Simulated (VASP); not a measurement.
# CoH3 (Fm-3m) in VASP: further runs

CoH3 is run at these levels: PBE; tasks: single point.

Program: VASP 6.6.1. These are calculated values, not measurements. Logs are shortened: lines on timing, memory, paths and dates and some standing lists are left out, and cuts for length are marked.

### 1 The cell of the first run

The structure is cubic, space group Fm-3m (No. 225). The conventional cell has a = 4.165 Å, b = 4.165 Å, c = 4.165 Å, α = 90.00°, β = 90.00°, γ = 90.00°. Co (site symmetry m-3m) has 14 H at 1.80 to 2.08 Å within 2.4 Å. Within 2.4 Å of H (site symmetry -43m) lie 4 Co at 1.80 Å and 10 H at 1.80 to 2.08 Å. H (site symmetry m-3m) has 8 H at 1.80 Å and 6 Co at 2.08 Å within 2.4 Å.

The cell was generated, and may not be a known phase.

### 2 Single point, PBE, collinear spin, ferromagnetic start

INCAR

```
SYSTEM = CoH3
  PREC = Accurate
  ENCUT = 520
  EDIFF = 1E-6
  ISMEAR = 0
  SIGMA = 0.1
  LREAL = .False.
  LASPH = .True.
  NELM = 150
  ALGO = Normal
  ISIF = 2
  LWAVE = .False.
  LCHARG = .True.
  ISPIN = 2
  MAGMOM = 3 0 0 0
  LORBIT = 11
  LMAXMIX = 4
  GGA = PE
  LELF = .True.
  LVHAR = .True.
  NBANDS = 18
```

KPOINTS

```
regular mesh
0
Gamma
  6 6 6
  0 0 0
```

POSCAR

```
CoH3
1.0
    0.0000000000      2.0825338505      2.0825338505
    2.0825338505      0.0000000000      2.0825338505
    2.0825338505      2.0825338505      0.0000000000
Co H
1 3
Direct
    0.0000000000      0.0000000000      0.0000000000
    0.2500000000      0.2500000000      0.2500000000
    0.7500000000      0.7500000000      0.7500000000
    0.5000000000      0.5000000000      0.5000000000
```

Potentials or basis: VASP PAW PBE potentials, release 64 (Co, H).

Command:

```
cat potpaw_PBE.64/Co/POTCAR potpaw_PBE.64/H/POTCAR > POTCAR
mpirun -np 1 vasp_std > vasp.out
```

OUTCAR:

```text
SYSTEM = CoH3
   PREC = Accurate
   ENCUT = 520
   EDIFF = 1E-6
   ISMEAR = 0
   LREAL = .False.
   LASPH = .True.
   NELM = 150
   ISIF = 2
   ISPIN = 2
   LORBIT = 11
   GGA = PE

 ion  position               nearest neighbor table
   1  0.000  0.000  0.000-   3 1.80   3 1.80   3 1.80   2 1.80   3 1.80   2 1.80   2 1.80   2 1.80

   2  0.250  0.250  0.250-   1 1.80   1 1.80   1 1.80   1 1.80
   3  0.750  0.750  0.750-   1 1.80   1 1.80   1 1.80   1 1.80
   4  0.500  0.500  0.500-

  LATTYP: Found a face centered cubic cell.
 ALAT       =     4.1650677010

  Lattice vectors:

 A1 = (   0.0000000000,   2.0825338505,   2.0825338505)
 A2 = (   2.0825338505,   0.0000000000,   2.0825338505)
 A3 = (   2.0825338505,   2.0825338505,   0.0000000000)

Analysis of symmetry for initial positions (statically):
=====================================================================
 Subroutine PRICEL returns:
 Original cell was already a primitive cell.

 Routine SETGRP: Setting up the symmetry group for a
 face centered cubic supercell.

 Subroutine GETGRP returns: Found 48 space group operations
 (whereof 48 operations were pure point group operations)
 out of a pool of 48 trial point group operations.

The static configuration has the point symmetry O_h .

Analysis of symmetry for dynamics (positions and initial velocities):
=====================================================================
 Subroutine PRICEL returns:
 Original cell was already a primitive cell.

 Routine SETGRP: Setting up the symmetry group for a
 face centered cubic supercell.

 Subroutine GETGRP returns: Found 48 space group operations
 (whereof 48 operations were pure point group operations)
 out of a pool of 48 trial point group operations.

The dynamic configuration has the point symmetry O_h .

Analysis of structural, dynamic, and magnetic symmetry:
=====================================================================
 Subroutine PRICEL returns:
 Original cell was already a primitive cell.

 Routine SETGRP: Setting up the symmetry group for a
 face centered cubic supercell.

 Subroutine GETGRP returns: Found 48 space group operations
 (whereof 48 operations were pure point group operations)
 out of a pool of 48 trial point group operations.

The overall configuration has the point symmetry O_h .

 Subroutine INISYM returns: Found 48 space group operations
 (whereof 48 operations are pure point group operations),
 and found     1 'primitive' translations

----------------------------------------------------------------------------------------

                                     Primitive cell

  volume of cell :      18.0637

  direct lattice vectors                    reciprocal lattice vectors
     0.000000000  2.082533850  2.082533850    -0.240092136  0.240092136  0.240092136
     2.082533850  0.000000000  2.082533850     0.240092136 -0.240092136  0.240092136
     2.082533850  2.082533850  0.000000000     0.240092136  0.240092136 -0.240092136

  length of vectors
     2.945147615  2.945147615  2.945147615     0.415851778  0.415851778  0.415851778

  position of ions in fractional coordinates (direct lattice)
     0.000000000  0.000000000  0.000000000
     0.250000000  0.250000000  0.250000000
     0.750000000  0.750000000  0.750000000
     0.500000000  0.500000000  0.500000000

  ion indices of the primitive-cell ions
   primitive index   ion index
                 1           1
                 2           2
                 3           3
                 4           4

----------------------------------------------------------------------------------------

 KPOINTS: regular mesh

Automatic generation of k-mesh.
 Grid dimensions read from file:
 generate k-points for:    6    6    6

 Generating k-lattice:

  Cartesian coordinates                     Fractional coordinates (reciprocal lattice)
    -0.040015356  0.040015356  0.040015356     0.166666667  0.000000000  0.000000000
     0.040015356 -0.040015356  0.040015356     0.000000000  0.166666667  0.000000000
     0.040015356  0.040015356 -0.040015356     0.000000000  0.000000000  0.166666667

  Length of vectors
     0.069308630  0.069308630  0.069308630

  Shift w.r.t. Gamma in fractional coordinates (k-lattice)
     0.000000000  0.000000000  0.000000000

 Subroutine IBZKPT returns following result:
 ===========================================

 Found     16 irreducible k-points:

 Following reciprocal coordinates:
            Coordinates               Weight
  0.000000  0.000000  0.000000      1.000000
  0.166667  0.000000  0.000000      8.000000
  0.333333  0.000000  0.000000      8.000000
  0.500000  0.000000  0.000000      4.000000
  0.166667  0.166667  0.000000      6.000000
  0.333333  0.166667  0.000000     24.000000
[... 8 lines left out ...]
 -0.333333  0.333333  0.166667     24.000000
 -0.333333  0.500000  0.166667     12.000000
   k-points           NKPTS =     16   k-points in BZ     NKDIM =     16   number of bands    NBANDS=     18
   number of dos      NEDOS =    301   number of ions     NIONS =      4
   total plane-waves  NPLWV =  13824
   dimension x,y,z NGX =    24 NGY =   24 NGZ =   24
   dimension x,y,z NGXF=    48 NGYF=   48 NGZF=   48
   ions per type =               1   3
   NGX,Y,Z   is equivalent  to a cutoff of  13.55, 13.55, 13.55 a.u.
   NGXF,Y,Z  is equivalent  to a cutoff of  27.09, 27.09, 27.09 a.u.
 SYSTEM =  CoH3
   PREC   = accura    normal or accurate (medium, high low for compatibility)
   ISTART =      0    job   : 0-new  1-cont  2-samecut
   ICHARG =      2    charge: 1-file 2-atom 10-const
   ISPIN  =      2    spin polarized calculation?
   LNONCOLLINEAR =      F non collinear calculations
   LSORBIT =      F    spin-orbit coupling
   LASPH  =      T    aspherical Exc in radial PAW
   ENCUT  =  520.0 eV  38.22 Ry    6.18 a.u.   5.48  5.48  5.48*2*pi/ulx,y,z
   NELM   =    150;   NELMIN=  2; NELMDL= -5     # of ELM steps
   EDIFF  = 0.1E-05   stopping-criterion for ELM
   LREAL  =      F    real-space projection
   EDIFFG = 0.1E-04   stopping-criterion for IOM
   NSW    =      0    number of steps for IOM
   IBRION =     -1    ionic relax: 0-MD 1-quasi-New 2-CG
   NFREE  =      0    steps in history (QN), initial steepest desc. (CG)
   ISIF   =      2    stress and relaxation
   ISYM   =      2    0-nonsym 1-usesym 2-fastsym
   POTIM  = 0.5000    time-step for ionic-motion
   TEBEG  =    0.0;   TEEND  =   0.0 temperature during run
   PSTRESS=    0.0 pullay stress
   NELECT =      12.0000    total number of electrons
   NUPDOWN=      -1.0000    fix difference up-down
   EMIN   =  10.00;   EMAX   =-10.00  energy-range for DOS
   EFERMI =   0.00;   METHOD = LEGACY
   ISMEAR =     0;   SIGMA  =   0.10  broadening in eV -4-tet -1-fermi 0-gaus
   EFERMI_NEDOS =   21; number of points for ismear=-14 and -15
   IALGO  =     38    algorithm
   IMIX   =      4    mixing-type and parameters
     AMIX     =   0.40;   BMIX     =  1.00
     AMIX_MAG =   1.60;   BMIX_MAG =  1.00
  volume/ion in A,a.u.               =       4.52        30.47
  Fermi-wavevector in a.u.,A,eV,Ry     =   1.428455  2.699388 27.762459  2.040483
  Thomas-Fermi vector in A             =   2.548515
   LORBIT       =     11    0 simple, 1 ext, 2 COOP (PROOUT), +10 PAW based schemes
   GGA     = PE    functional components
   LHFCALC =     F    Hartree Fock is set to
   AEXX    =    0.0000 exact exchange contribution
   IVDW    =     0    specifies the selected vdW correction
   LEPSILON=     F    determine dielectric tensor
   LRPA    =     F    only Hartree local field effects (RPA)
 spin polarized calculation
 Gauss-broadening in eV      SIGMA  =   0.10
  energy-cutoff  :      520.00
  volume of cell :       18.06
 maximum number of plane-waves:       531
 NGX is ok and might be reduce to    24
   NGX = 11   NGY = 11   NGZ = 11

 number of electron      11.9999999 magnetization      -0.0235968

 number of electron      11.9999999 magnetization       0.0011867

 Free energy of the ion-electron system (eV)
  ---------------------------------------------------
  ext. energy  EPLUGINS =         0.00000000
  ---------------------------------------------------
  free energy    TOTEN  =       -15.28347977 eV

  energy without entropy =      -15.28347976  energy(sigma->0) =      -15.28347977

 E-fermi :   8.9863     XC(G=0): -12.7155

 val. band max:        8.6243786533   @ k =  -0.3333   0.3333   0.0000
 cond. band min:       9.3548816740   @ k =  -0.3333   0.3333   0.0000
 fundamental gap:      0.7305030207
 Fermi energy:         8.9862546421

 spin component 1

 k-point     1 :       0.0000    0.0000    0.0000
  band No.  band energies     occupation
      1      -6.0524      1.00000
      2       6.3319      1.00000
      3       6.3319      1.00000
      4       6.3319      1.00000
      5       7.3675      1.00000
      6       7.3675      1.00000
[... 312 lines left out ...]
      4       7.2496      1.00000
      5       7.9293      1.00000
      6       8.5284      1.00000
[... 10 lines left out ...]
     17      40.9394      0.00000
     18      42.1142      0.00000
 Fermi energy:         8.9862546421

 spin component 2

 k-point     1 :       0.0000    0.0000    0.0000
  band No.  band energies     occupation
      1      -6.0523      1.00000
      2       6.3332      1.00000
      3       6.3332      1.00000
      4       6.3332      1.00000
      5       7.3686      1.00000
      6       7.3686      1.00000
[... 313 lines left out ...]
      5       7.9309      1.00000
      6       8.5298      1.00000
[... 10 lines left out ...]
     17      40.9398      0.00000
     18      42.1145      0.00000

------------------------ aborting loop because EDIFF is reached ----------------------------------------

  FORCE on cell =-STRESS in cart. coord.  units (eV):
  Direction    XX          YY          ZZ          XY          YZ          ZX
  --------------------------------------------------------------------------------------
  -------------------------------------------------------------------------------------
  Total       -0.0330901     -0.0330901     -0.0330901      0.0000000     -0.0000000      0.0000000
  in kB       -2.9349650     -2.9349650     -2.9349650      0.0000000     -0.0000000      0.0000000
  external PRESSURE =      -2.9349650 kB  Pullay stress =       0.0000000 kB

 VOLUME and BASIS-vectors are now :
 -----------------------------------------------------------------------------
  energy-cutoff  :      520.00
  volume of cell :       18.06
      direct lattice vectors                 reciprocal lattice vectors
     0.000000000  2.082533850  2.082533850    -0.240092136  0.240092136  0.240092136
     2.082533850  0.000000000  2.082533850     0.240092136 -0.240092136  0.240092136
     2.082533850  2.082533850  0.000000000     0.240092136  0.240092136 -0.240092136

 POSITION                                       TOTAL-FORCE (eV/Angst)
 -----------------------------------------------------------------------------------
      0.00000      0.00000      0.00000         0.000000      0.000000      0.000000
      1.04127      1.04127      1.04127        -0.000000     -0.000000     -0.000000
      3.12380      3.12380      3.12380        -0.000000     -0.000000     -0.000000
      2.08253      2.08253      2.08253         0.000000      0.000000      0.000000
 -----------------------------------------------------------------------------------
    total drift:                               -0.000000     -0.000000     -0.000000

  FREE ENERGIE OF THE ION-ELECTRON SYSTEM (eV)
  ---------------------------------------------------
  free  energy   TOTEN  =       -15.2834797745 eV

  energy  without entropy=      -15.2834797561  energy(sigma->0) =      -15.28347977

 total charge

# of ion       s       p       d       tot
------------------------------------------
    1        0.308   0.476   7.647   8.431
    2        0.502   0.032   0.000   0.533
    3        0.502   0.032   0.000   0.533
    4        0.401   0.027   0.000   0.428
--------------------------------------------------
tot          1.713   0.566   7.647   9.925

 magnetization (x)

# of ion       s       p       d       tot
------------------------------------------
    1       -0.000  -0.000   0.000   0.000
    2       -0.000  -0.000   0.000  -0.000
    3       -0.000  -0.000   0.000  -0.000
    4       -0.000  -0.000   0.000  -0.000
--------------------------------------------------
tot         -0.000  -0.000   0.000   0.000
```

It took 7.2 s on 1 thread of Intel Xeon 6975P-C (Granite Rapids), shared host; peak memory 0.15 GiB.

What came out:

```yaml
Free_energy: -15.2835 eV
Pressure: -0.3 GPa
Band_gap_on_the_k_mesh: 0.73 eV
Net_moment: 0.00 μB per cell
Valence_electrons_inside_the_program's_atomic_spheres: Co 8.43; H 0.53, 0.43 (each value once)
```

Levels at points of the mesh, in eV from the valence-band top:
Spin up:
| k point | band 3 | band 4 | band 5 | band 6 | band 7 | band 8 | band 9 | band 10 |
| --- | --- | --- | --- | --- | --- | --- | --- | --- |
| (0.00, 0.00, 0.00) | -2.29 | -2.29 | -1.26 | -1.26 | 1.60 | 5.33 | 14.74 | 14.74 |
| (0.50, 0.00, 0.00) | -2.32 | -2.32 | -0.79 | -0.79 | 0.92 | 1.66 | 12.05 | 12.76 |
| (0.50, 0.50, 0.00) | -6.47 | -0.74 | -0.70 | -0.70 | 1.70 | 4.88 | 5.56 | 5.56 |
Spin down:
| k point | band 4 | band 5 | band 6 | band 7 | band 8 | band 9 |
| --- | --- | --- | --- | --- | --- | --- |
| (0.00, 0.00, 0.00) | -2.29 | -1.26 | -1.26 | 1.60 | 5.33 | 14.74 |
| (0.50, 0.00, 0.00) | -2.32 | -0.79 | -0.79 | 0.92 | 1.66 | 12.05 |
| (0.50, 0.50, 0.00) | -0.74 | -0.69 | -0.69 | 1.70 | 4.88 | 5.56 |

Caveat: the k points lie up to 0.44 Å⁻¹ apart; the moments typed at the start vanished in this run. A k mesh can miss the band edges.

### 3 Single point, PBE

INCAR

```
PREC = Accurate
ENCUT = 520
EDIFF = 1E-7
ISMEAR = 0
SIGMA = 0.02
LREAL = F
LASPH = T
NELM = 60
ALGO = Normal
ISIF = 2
LWAVE = F
LCHARG = T
GGA = PE
LELF = T
LVHAR = T
NBANDS = 14
```

KPOINTS

```
Automatic mesh
0
Gamma
  12 12 12
```

POSCAR

```
CoH3
1.0
    0.0000000000      2.0823481189      2.0823481189
    2.0823481189      0.0000000000      2.0823481189
    2.0823481189      2.0823481189      0.0000000000
Co H
1 3
Direct
    0.0000000000      0.0000000000      0.0000000000
    0.2500000000      0.2500000000      0.2500000000
    0.7500000000      0.7500000000      0.7500000000
    0.5000000000      0.5000000000      0.5000000000
```

Potentials or basis: VASP PAW PBE potentials, release 64 (Co, H).

Command:

```
cat potpaw_PBE.64/Co/POTCAR potpaw_PBE.64/H/POTCAR > POTCAR
mpirun -np 1 vasp_std > vasp.out
```

Wall time 8.1 s (1 thread of Intel Xeon 6975P-C (Granite Rapids), shared host); peak memory 0.15 GiB.

The run converged. Its results:

| Property | Result |
| --- | --- |
| Free energy | -15.2791 eV |
| Pressure | -0.3 GPa |
| Band gap on the k mesh | zero (bands 6 and 7 overlap by 0.03 eV) |

Levels at points of the mesh, in eV from the Fermi level:
| k point | band 4 | band 5 | band 6 | band 7 | band 8 | band 9 |
| --- | --- | --- | --- | --- | --- | --- |
| (0.00, 0.00, 0.00) | -2.92 | -1.89 | -1.89 | 0.97 | 4.69 | 14.11 |
| (0.50, 0.00, 0.00) | -2.95 | -1.42 | -1.42 | 0.29 | 1.03 | 11.42 |
| (0.50, 0.50, 0.00) | -1.37 | -1.32 | -1.32 | 1.07 | 4.25 | 4.93 |

Caveat: the run has no spin polarisation, though such a crystal can be magnetic. Spin polarisation is off, so any magnetic state and its effect on volume and gap are missing.

The gap in the log of VASP goes by the Fermi energy; the results here count the filled bands.